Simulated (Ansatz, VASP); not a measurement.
Given: the input of a run of VASP 6.6.1 on WC.

The input POSCAR:

```
WC
1.0
    2.9447478072      0.0000000000      0.0000000000
   -1.4723739036      2.5502264088      0.0000000000
    0.0000000000      0.0000000000      2.8739279649
W C
1 1
Direct
    0.0000000000      0.0000000000      0.0000000000
    0.6666666667      0.3333333333      0.5000000000
```

The input INCAR.step1:

```
SYSTEM = WC
PREC = Accurate
ENCUT = 520
EDIFF = 1E-5
ISMEAR = -1
SIGMA = 0.05
LREAL = .False.
LASPH = .True.
NELM = 60
ALGO = Normal
ISIF = 2
LWAVE = .True.
LCHARG = .False.
NBANDS = 16
GGA = PE
```

The input INCAR.step2:

```
SYSTEM = WC
PREC = Accurate
ENCUT = 520
EDIFF = 1E-6
ISMEAR = -1
SIGMA = 0.05
LREAL = .False.
LASPH = .True.
NELM = 60
ALGO = Normal
ISIF = 2
LWAVE = .False.
LCHARG = .False.
GGA = B3
LHFCALC = .True.
AEXX = 0.2
AGGAX = 0.72
AGGAC = 0.81
ALDAC = 0.19
PRECFOCK = Normal
NBANDS = 16
ISTART = 1
```

Contents of KPOINTS:

```
regular mesh
0
Gamma
  5 5 5
  0 0 0
```

Potentials or basis: VASP PAW PBE potentials, release 64 (W_sv, C).

Launch:

```sh
$ cat potpaw_PBE.64/W_sv/POTCAR potpaw_PBE.64/C/POTCAR > POTCAR
$ cp INCAR.step1 INCAR
$ mpirun -np 1 vasp_std > vasp.out
$ cp INCAR.step2 INCAR
$ mpirun -np 1 vasp_std > vasp.out
```

Task: Translate it to Ansatz 0.2.0. Potentials there: Ansatz PAW.

Result: As run (the cutoff follows the program's own potentials):

Contents of input.yaml:

```yaml
crystal:
  lattice:
    - [2.9447478072, 0.0, 0.0]
    - [-1.4723739036, 2.5502264088, 0.0]
    - [0.0, 0.0, 2.8739279649]
  atoms:
    - { symbol: W, position: [0.0, 0.0, 0.0] }
    - { symbol: C, position: [0.6666666667, 0.3333333333, 0.5] }
hamiltonian:
  xc: b3lyp
  pseudopotentials: { kind: paw }
kpoints:
  mp_grid: { grid: [5, 5, 5] }
scf:
  occupations: { method: fermi_dirac, width: 0.05 }
output:
  forces: true
  stress: true
  eigenvalues: true
```

Potentials or basis: Ansatz PAW.

Command:

```console
$ ansatz run input.yaml --threads 2 --pin off --max-ram 5632MiB --backend cpu --events-out ev --progress --plain --runs-dir out
```

Both were run:

|  | VASP | Ansatz | Ansatz less VASP |
| --- | --- | --- | --- |
| gap on the k mesh at the Fermi level (eV) | none | none | - |
| pressure (GPa) | -5.4 | -6.8 | -1.38 |
| traceless stress, the component that is largest in VASP (GPa) | -4.70 | -4.95 | -0.248 |

VASP's potentials were made for PBE, not for B3LYP. A gap of «none» marks a metal or a gap that the smearing closes.

The k mesh is coarse, so the values compare programs but aren't converged. Spin-orbit coupling is off throughout.
